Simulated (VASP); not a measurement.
MoPd:

```
CELL_PARAMETERS angstrom
2.79390 0.00000 0.00000
-1.39695 2.41959 0.00000
0.00000 0.00000 4.56637
ATOMIC_POSITIONS crystal
Mo 0.66667 0.33333 0.50000
Pd 0.33333 0.66667 0.00000
```

```yaml
Program: VASP 6.6.1
Task: relaxation of cell and atoms
Functional: LDA
Potentials_or_basis: VASP PAW LDA potentials, release 64 (Mo_sv, Pd)
Cutoff: 600 eV
k_mesh: 9 × 9 × 5
Occupations: fermi-dirac, width 0.1 eV
Spin: no spin polarisation
```

At the start: pressure -14.6 GPa; volume 15.43 Å³/atom.

Question: How do energy, volume and symmetry change on relaxing?

Answer: Over 7 steps the energy falls by 46.5 meV/atom and the volume is 14.47 Å³/atom (-6.2 %); space group P-6m2 (No. 187, to 0.05 Å).

The path:
```tsv
step	energy change (eV)	largest force (eV/Å)	pressure (GPa)	volume (Å³)
1	0.0000	0.0000	-14.61	30.87
2	0.5046	0.0000	55.49	25.00
3	-0.0925	0.0000	-0.92	29.06
4	-0.0928	0.0000	-0.15	28.98
5	-0.0928	0.0000	0.21	28.94
6	-0.0931	0.0000	0.20	28.94
7	-0.0931	0.0000	0.20	28.94
```

Final structure:
```xyz
2
Lattice="2.7289 0.0000 0.0000 -1.3644 2.3633 0.0000 0.0000 0.0000 4.4878" Properties=species:S:1:pos:R:3 pbc="T T T"
Mo    1.3644    0.7878    2.2439
Pd    0.0000    1.5755    0.0000
```
